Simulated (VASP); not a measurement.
Here is a VASP 6.6.1 calculation.

The input POSCAR:

```
ScIr
1.0
    3.2059978656      0.0000000000      0.0000000000
    0.0000000000      3.2059978656      0.0000000000
    0.0000000000      0.0000000000      3.2059978656
Sc Ir
1 1
Direct
    0.0000000000      0.0000000000      0.0000000000
    0.5000000000      0.5000000000      0.5000000000
```

Contents of INCAR.step1:

```
  PREC = Accurate
  ENCUT = 520
  ISMEAR = 0
  SIGMA = 0.05
  LREAL = F
  LASPH = T
  NELM = 150
  LNONCOLLINEAR = T
  MAGMOM = 0 0 0 0 0 0
  LSORBIT = T
  GGA_COMPAT = F
  LMAXMIX = 4
  NBANDS = 32
  GGA = PE
  ALGO = Normal
  EDIFF = 1E-4
  LWAVE = T
  LCHARG = F
```

File INCAR.step2:

```
  PREC = Accurate
  ENCUT = 520
  EDIFF = 1E-7
  ISMEAR = 0
  SIGMA = 0.05
  LREAL = F
  LASPH = T
  NELM = 150
  ALGO = Normal
  ISIF = 2
  LWAVE = F
  LCHARG = T
  LNONCOLLINEAR = T
  MAGMOM = 0 0 0 0 0 0
  LORBIT = 11
  LSORBIT = T
  GGA_COMPAT = F
  LORBMOM = T
  LMAXMIX = 4
  METAGGA = R2SCAN
  LMIXTAU = T
  LVHAR = T
  NBANDS = 32
  ISTART = 1
```

File KPOINTS:

```
Automatic mesh
0
Gamma
  6 6 6
```

Potentials or basis: VASP PAW PBE potentials, release 64 (Sc_sv, Ir).

Launch:

```bash
$ cat potpaw_PBE.64/Sc_sv/POTCAR potpaw_PBE.64/Ir/POTCAR > POTCAR
$ cp INCAR.step1 INCAR
$ mpirun -np 1 vasp_ncl > vasp.out
$ cp INCAR.step2 INCAR
$ mpirun -np 1 vasp_ncl > vasp.out
```

Estimate the pressure.

2.6 GPa.

What does it give for the net moment?

0.00 μB per cell.

Moments on the atoms (μB; x, y, z):
```
Sc  0.00 0.00 0.00
Ir  0.00 0.00 0.00
```

Caveat: the PAW data sets were made with another functional, which shifts forces and pressure a little.
